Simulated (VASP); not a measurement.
## PbO: single point with r2SCAN

PbO:

```
CELL_PARAMETERS angstrom
0.00000 2.85367 2.85367
2.85367 0.00000 2.85367
2.85367 2.85367 0.00000
ATOMIC_POSITIONS crystal
Pb 0.00000 0.00000 0.00000
O 0.25000 0.25000 0.25000
```

This cell differs from its parent crystal: volume changed by +6%.

```
Program             : VASP 6.6.1
Task                : single point
Functional          : r2SCAN
Potentials or basis : VASP PAW PBE potentials, release 64 (Pb_d, O)
Cutoff              : 520 eV
k mesh              : 6 × 6 × 6
Occupations         : gaussian, width 0.01 eV
Spin                : no spin polarisation
```

| Item | Value |
| --- | --- |
| Pressure | -3.4 GPa |
| Band gap on the k mesh | 0.80 eV, indirect (least direct gap 0.94 eV) |

Levels at points of the mesh, in eV from the valence-band top:
| k point | band 7 | band 8 | band 9 | band 10 | band 11 | band 12 | band 13 | band 14 |
| --- | --- | --- | --- | --- | --- | --- | --- | --- |
| (0.00, 0.00, 0.00) | -6.90 | -2.09 | -2.09 | -2.09 | 5.51 | 5.51 | 5.51 | 8.15 |
| (0.50, 0.00, 0.00) | -7.75 | -2.52 | -2.52 | -2.06 | 2.68 | 5.71 | 5.71 | 9.00 |
| (0.50, 0.50, 0.00) | -7.76 | -3.25 | -3.25 | -0.14 | 0.80 | 6.09 | 6.09 | 6.71 |

Run time: 47 s on 1 thread of Intel(R) Xeon(R) Platinum 8488C (Sapphire Rapids), on a shared host, peak memory 0.17 GiB.

Caveat: the PAW data sets were made with another functional, which shifts forces and pressure a little; spin-orbit coupling is left out, which moves the levels of the heavy elements. A k mesh can miss the band edges.
